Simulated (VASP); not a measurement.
A run of VASP 6.6.1 is set up as follows.

File INCAR:

```
SYSTEM = Al3As4
PREC     = Accurate       ! precision mode
ENCUT    = 520            ! plane-wave cutoff, eV
EDIFF    = 1E-6           ! SCF threshold, eV
ISMEAR   = 0              ! smearing method
SIGMA    = 0.01           ! smearing width, eV
LREAL    = .FALSE.        ! projectors in reciprocal space
LASPH    = .TRUE.         ! aspherical terms in the spheres
NELM     = 150            ! most SCF steps
ALGO     = Normal         ! electronic algorithm
ISIF     = 2              ! what is computed and relaxed
LWAVE    = .FALSE.        ! write WAVECAR
LCHARG   = .FALSE.        ! write CHGCAR
ISPIN    = 2              ! spin polarisation
MAGMOM   = 0 0 0 0.75 0.75 0.75 0.75 ! initial moments
LORBIT   = 11             ! projections on sites
GGA      = PE             ! functional
IBRION   = 2              ! ionic algorithm
NSW      = 65             ! ionic steps
EDIFFG   = -0.025         ! ionic threshold
NELECT   = 31.0
```

File KPOINTS:

```
regular mesh
0
G
  3 3 3
  0 0 0
```

The input POSCAR:

```
Al3As4
1.0
    0.0000000000      5.7279123196      0.0000000000
    0.0000000000      0.0000000000     -5.7279123196
   -5.7279123196      0.0000000000      0.0000000000
Al As
3 4
Direct
    0.0000000000      1.0000000000      0.0000000000
    0.5000000000      0.5000000000      0.0000000000
    0.0000000000      0.5000000000      0.5000000000
    0.7390276347      0.7609723653      0.7390276347
    0.2609723653      0.7609723653      0.2609723653
    0.7390276347      0.2390276347      0.2609723653
    0.2609723653      0.2390276347      0.7390276347
```

Potentials or basis: VASP PAW PBE potentials, release 64 (Al, As).

The run is started by

```sh
$ cat potpaw_PBE.64/Al/POTCAR potpaw_PBE.64/As/POTCAR > POTCAR
$ mpirun -np 1 vasp_std > vasp.out
```

Task: Estimate the site moments.

Result: Al +0.00; As +0.10 μB.

Task: What does it give for the energy gained by relaxing?

Result: 0.2 meV/atom.

Task: What does it give for the net moment?

Result: 0.78 μB per cell.

Final structure:
```yaml
crystal:
  lattice:
    - [0.00000, 5.72791, 0.00000]
    - [0.00000, 0.00000, -5.72791]
    - [-5.72791, 0.00000, 0.00000]
  atoms:
    - { symbol: Al, position: [0.00000, 0.00000, 0.00000] }
    - { symbol: Al, position: [0.50000, 0.50000, 0.00000] }
    - { symbol: Al, position: [0.00000, 0.50000, 0.50000] }
    - { symbol: As, position: [0.74023, 0.75977, 0.74023] }
    - { symbol: As, position: [0.25977, 0.75977, 0.25977] }
    - { symbol: As, position: [0.74023, 0.24023, 0.25977] }
    - { symbol: As, position: [0.25977, 0.24023, 0.74023] }
```

Caveat: the k points lie up to 0.37 Å⁻¹ apart; the cell carries a net charge on a neutralising background, which shifts energy and pressure; the cell differs from its parent crystal (atoms taken out).
